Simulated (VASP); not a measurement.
# Ir (P2_1/m) in VASP: notebook, part 2 of 2

VASP 6.6.1. The steps go on from the part before.

## 3. Single point, PBEsol (strain +0.1312 x Voigt [0, 0, 0, 0, 0, 1])

The input, INCAR:

```
ALGO = Fast
EDIFF = 1E-6
ENCUT = 520
GGA = PS
ISIF = 2
ISMEAR = 0
LASPH = True
LCHARG = True
LELF = True
LREAL = False
LVHAR = True
LWAVE = False
NBANDS = 16
NELM = 100
PREC = Accurate
SIGMA = 0.15
```

The input, KPOINTS:

```
k-points
0
Gamma
  18 18 12
```

The input, POSCAR:

```
Ir
1.0
    2.7513778946      0.1804903899      0.0000000000
   -1.2193796845      2.2925179572      0.0000000000
    0.0000000000      0.0000000000      4.4622900000
Ir
2
Direct
    0.6666666667      0.3333333333      0.7500000000
    0.3333333333      0.6666666667      0.2500000000
```

Potentials or basis: VASP PAW PBE potentials, release 64 (Ir).

Command:

```
> cat potpaw_PBE.64/Ir/POTCAR > POTCAR
> mpirun -np 1 vasp_std > vasp.out
```

OUTCAR:

```text
EDIFF = 1E-6
   ENCUT = 520
   GGA = PS
   ISIF = 2
   ISMEAR = 0
   LASPH = True
   LREAL = False
   NELM = 100
   PREC = Accurate

 ion  position               nearest neighbor table
   1  0.667  0.333  0.750-   2 2.69   2 2.69   2 2.74   2 2.74   2 2.79   2 2.79
   2  0.333  0.667  0.250-   1 2.69   1 2.69   1 2.74   1 2.74   1 2.79   1 2.79

  Warning from LATTYP: Monoclinic adjustment (A1->A3, A2->A1, A3->A2)!
  LATTYP: Found a simple monoclinic cell.
 ALAT       =     2.5966373253
[... 654 lines left out ...]

  FORCE on cell =-STRESS in cart. coord.  units (eV):
  Direction    XX          YY          ZZ          XY          YZ          ZX
  --------------------------------------------------------------------------------------
  -------------------------------------------------------------------------------------
  Total       -1.2522297      0.5683915     -2.2500361     -4.3728378      0.0000000      0.0000000
  in kB      -68.8776979     31.2638304   -123.7610889   -240.5237696      0.0000000      0.0000000
  external PRESSURE =     -53.7916521 kB  Pullay stress =       0.0000000 kB

 VOLUME and BASIS-vectors are now :
 -----------------------------------------------------------------------------
  energy-cutoff  :      520.00
  volume of cell :       29.13
      direct lattice vectors                 reciprocal lattice vectors
     2.751377895  0.180490390  0.000000000     0.351200063  0.186801687  0.000000000
    -1.219379685  2.292517957  0.000000000    -0.027650050  0.421494666  0.000000000
     0.000000000  0.000000000  4.462290000     0.000000000  0.000000000  0.224100182

 POSITION                                       TOTAL-FORCE (eV/Angst)
 -----------------------------------------------------------------------------------
      1.42779      0.88450      3.34672         0.219181      0.015329      0.000000
      0.10421      1.58851      1.11557        -0.219181     -0.015329      0.000000
 -----------------------------------------------------------------------------------
    total drift:                                0.000000      0.000000     -0.000000

  FREE ENERGIE OF THE ION-ELECTRON SYSTEM (eV)
  ---------------------------------------------------
  free  energy   TOTEN  =       -19.1697354613 eV

  energy  without entropy=      -19.1405616037  energy(sigma->0) =      -19.15514853
```

OSZICAR:

```text
N       E                     dE             d eps       ncg     rms          rms(c)
DAV:   1     0.139411353198E+03    0.13941E+03   -0.84475E+03 36760   0.113E+03
DAV:   2    -0.166526489741E+02   -0.15606E+03   -0.14060E+03 36752   0.306E+02
DAV:   3    -0.203508172778E+02   -0.36982E+01   -0.36429E+01 51080   0.558E+01
DAV:   4    -0.203913620381E+02   -0.40545E-01   -0.40533E-01 40808   0.495E+00
DAV:   5    -0.203924819699E+02   -0.11199E-02   -0.11199E-02 51960   0.861E-01    0.216E+01
RMM:   6    -0.193481725911E+02    0.10443E+01   -0.11982E+00 36894   0.119E+01    0.840E+00
RMM:   7    -0.191762172968E+02    0.17196E+00   -0.60480E-01 38507   0.576E+00    0.228E+00
RMM:   8    -0.191789247116E+02   -0.27074E-02   -0.73251E-02 43016   0.294E+00    0.195E+00
RMM:   9    -0.191777966453E+02    0.11281E-02   -0.16628E-02 43325   0.935E-01    0.125E+00
RMM:  10    -0.191695711293E+02    0.82255E-02   -0.17069E-02 38666   0.173E+00    0.643E-01
RMM:  11    -0.191699306254E+02   -0.35950E-03   -0.93943E-04 41711   0.301E-01    0.457E-01
RMM:  12    -0.191699338130E+02   -0.31876E-05   -0.31443E-04 47012   0.119E-01    0.394E-01
RMM:  13    -0.191699213242E+02    0.12489E-04   -0.36098E-05 45523   0.378E-02    0.386E-01
RMM:  14    -0.191698797377E+02    0.41587E-04   -0.14586E-05 40984   0.398E-02    0.318E-01
RMM:  15    -0.191697652471E+02    0.11449E-03   -0.19589E-04 60019   0.137E-01    0.108E-01
RMM:  16    -0.191697453263E+02    0.19921E-04   -0.17407E-05 44301   0.450E-02    0.616E-02
RMM:  17    -0.191697349331E+02    0.10393E-04   -0.31964E-05 41749   0.518E-02    0.770E-03
RMM:  18    -0.191697354613E+02   -0.52819E-06   -0.66874E-06 40490   0.182E-02
   1 F= -.19169735E+02 E0= -.19155149E+02  d E =-.291739E-01
```

stdout:

```text
POSCAR found type information on POSCAR Ir
 POSCAR found :  1 types and       2 ions
 scaLAPACK will be used
 -----------------------------------------------------------------------------
|                                                                             |
|                                                                             |
|     You enforced a specific xc type in the INCAR file but a different       |
|     I HOPE YOU KNOW WHAT YOU ARE DOING!                                     |
|                                                                             |
 -----------------------------------------------------------------------------

 LDA part: xc-table for (Slater+PW92), standard interpolation
 POSCAR, INCAR and KPOINTS ok, starting setup
 FFT: planning ... GRIDC
 FFT: planning ... GRID_SOFT
 FFT: planning ... GRID
 WAVECAR not read
 entering main loop
```

It took 6.2 min on 1 thread of Intel Xeon Platinum 8488C (Sapphire Rapids), shared host; peak memory 0.54 GiB.

What came out:

```
Free energy            : -19.1697 eV
Pressure               : -5.4 GPa
Largest force          : 0.220 eV/Å
Band gap on the k mesh : zero (bands 9 and 10 overlap by 3.47 eV)
```

Forces in eV/Å, atoms in the order of the input:
```
Ir   0.219  0.015  0.000
Ir  -0.219 -0.015  0.000
```

Levels at points of the mesh, in eV from the Fermi level:
```tsv
k point	band 7	band 8	band 9	band 10	band 11	band 12
(0.00, 0.00, 0.00)	-2.30	-1.90	-1.80	-0.80	-0.01	0.62
(0.50, 0.00, 0.00)	-2.95	0.43	0.82	1.21	2.44	3.69
(0.00, 0.50, 0.00)	-2.84	0.17	0.55	0.90	3.30	4.76
(0.50, 0.50, 0.00)	-2.15	0.70	0.98	1.34	3.49	5.23
(0.00, 0.00, 0.50)	-2.60	-2.60	-0.73	-0.73	0.02	0.02
(0.50, 0.00, 0.50)	-1.27	-1.27	0.68	0.68	1.70	1.70
(0.00, 0.50, 0.50)	-0.93	-0.93	0.45	0.45	2.27	2.27
(0.50, 0.50, 0.50)	-0.59	-0.59	1.20	1.20	2.59	2.59
```

Caveat: the cell differs from its parent crystal (strain +0.1312 x Voigt [0, 0, 0, 0, 0, 1]); the stress differs along the axes, from -12 to 3 GPa; the PAW data sets were made with another functional, which shifts forces and pressure a little; spin-orbit coupling is left out, which moves the levels of the heavy elements.

## 4. Single point, PBEsol (strain +0.1125 x Voigt [0, 0, 0, 0, 0, 1])

The input, INCAR:

```
  PREC = Accurate
  ENCUT = 520
  EDIFF = 1E-6
  ISMEAR = 0
  SIGMA = 0.15
  LREAL = False
  LASPH = True
  NELM = 80
  ALGO = Fast
  ISIF = 2
  LWAVE = False
  LCHARG = False
  GGA = PS
  NBANDS = 16
```

The input, KPOINTS:

```
regular mesh
0
Gamma
  18 18 12
```

The input, POSCAR:

```
Ir
1.0
    2.7513778946      0.1547650066      0.0000000000
   -1.2416585200      2.3053806488      0.0000000000
    0.0000000000      0.0000000000      4.4622900000
Ir
2
Direct
    0.6666666667      0.3333333333      0.7500000000
    0.3333333333      0.6666666667      0.2500000000
```

Command:

```
> cat potpaw_PBE.64/Ir/POTCAR > POTCAR
> mpirun -np 1 vasp_std > vasp.out
```

Wall time 6.9 min (1 thread of Intel Xeon Platinum 8488C (Sapphire Rapids), shared host); peak memory 0.53 GiB.

It converged, with:

- Free energy: -19.2464 eV
- Pressure: -7.1 GPa
- Largest force: 0.177 eV/Å
- Band gap on the k mesh: zero (bands 9 and 10 overlap by 3.43 eV)

Forces in eV/Å, atoms in the order of the input:
```
Ir   0.176  0.013  0.000
Ir  -0.176 -0.013  0.000
```

Stress tensor (GPa, compression positive):
```
 -8.22 -21.14   0.00
-21.14  -0.87   0.00
  0.00   0.00 -12.18
```

Levels at points of the mesh, in eV from the Fermi level:
```
           k point  band 5  band 6  band 7  band 8  band 9  band 10  band 11  band 12  band 13  band 14
(0.00, 0.00, 0.00)   -3.72   -2.51   -2.51   -1.98   -1.97    -0.80     0.02     0.56     6.75    14.18
(0.50, 0.00, 0.00)   -3.67   -3.51   -3.09    0.45    0.85     1.16     2.48     3.74     7.27     9.49
(0.00, 0.50, 0.00)   -3.29   -3.11   -2.85    0.29    0.67     0.90     3.19     4.63     8.22    10.05
(0.50, 0.50, 0.00)   -3.27   -2.99   -2.26    0.73    0.93     1.30     3.37     5.06     8.99     9.67
(0.00, 0.00, 0.50)   -4.32   -4.32   -2.78   -2.78   -0.71    -0.71    -0.07    -0.07    13.55    13.55
(0.50, 0.00, 0.50)   -1.47   -1.47   -1.25   -1.25    0.70     0.70     1.72     1.72     6.55     6.55
(0.00, 0.50, 0.50)   -1.98   -1.98   -0.93   -0.93    0.54     0.54     2.20     2.20     7.66     7.66
(0.50, 0.50, 0.50)   -2.53   -2.53   -0.64   -0.64    1.15     1.15     2.47     2.47     8.44     8.44
```

Caveat: the cell differs from its parent crystal (strain +0.1125 x Voigt [0, 0, 0, 0, 0, 1]); the stress differs along the axes, from -12 to -1 GPa; the PAW data sets were made with another functional, which shifts forces and pressure a little; spin-orbit coupling is left out, which moves the levels of the heavy elements.

## 5. The runs side by side

```tsv
cell	gap on the mesh (eV)	pressure (GPa)	largest force (eV/Å)
a = 2.759, b = 2.932, c = 4.462 Å, angles 90.0, 90.0, 126.3°, 2 atoms	none	-3.5	0.27
a = 2.757, b = 2.597, c = 4.462 Å, angles 90.0, 90.0, 114.3°, 2 atoms	none	-5.4	0.22
a = 2.756, b = 2.618, c = 4.462 Å, angles 90.0, 90.0, 115.1°, 2 atoms	none	-7.1	0.18
```

Alike in all rows: task single point; level PBEsol; potentials or basis VASP PAW PBE potentials, release 64 (Ir); no spin polarisation; k mesh 18 × 18 × 12; cutoff (eV) 520; smearing gaussian 0.15 eV.

Caveats: the PAW data sets were made with another functional, which shifts forces and pressure a little; spin-orbit coupling is left out, which moves the levels of the heavy elements; the stress differs along the axes, from -13 to 8 GPa (at least some runs); the stress differs along the axes, from -12 to 3 GPa (at least some runs); the stress differs along the axes, from -12 to -1 GPa (at least some runs).

Absolute energies hang on the potentials; compare differences alone.
